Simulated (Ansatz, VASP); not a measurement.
Nb in VASP and in Ansatz

```
CELL_PARAMETERS angstrom
2.80374 0.00000 0.00000
0.00000 2.80374 0.00000
0.00000 0.00000 2.80374
ATOMIC_POSITIONS crystal
Nb 0.00000 0.00000 0.00000
```

Alike in both runs: task single point; functional revPBE; k mesh 13 × 13 × 13; occupations fermi-dirac, width 0.1 eV; no spin polarisation.

|  | VASP | Ansatz |
| --- | --- | --- |
| version | VASP 6.6.1 | Ansatz 0.2.0 |
| potentials or method | VASP PAW PBE potentials, release 64 (Nb_sv), cutoff 520 eV | plane waves (420 eV) with PAW, scalar-relativistic |
| valence electrons in the cell | 13 | 13 |

```tsv
	VASP	Ansatz	Ansatz less VASP
pressure (GPa)	-8.7	-8.6	+0.17
```

VASP's potentials were made for PBE, not for revPBE. With one functional, cell and mesh, what is left measures potentials, basis and numerics.
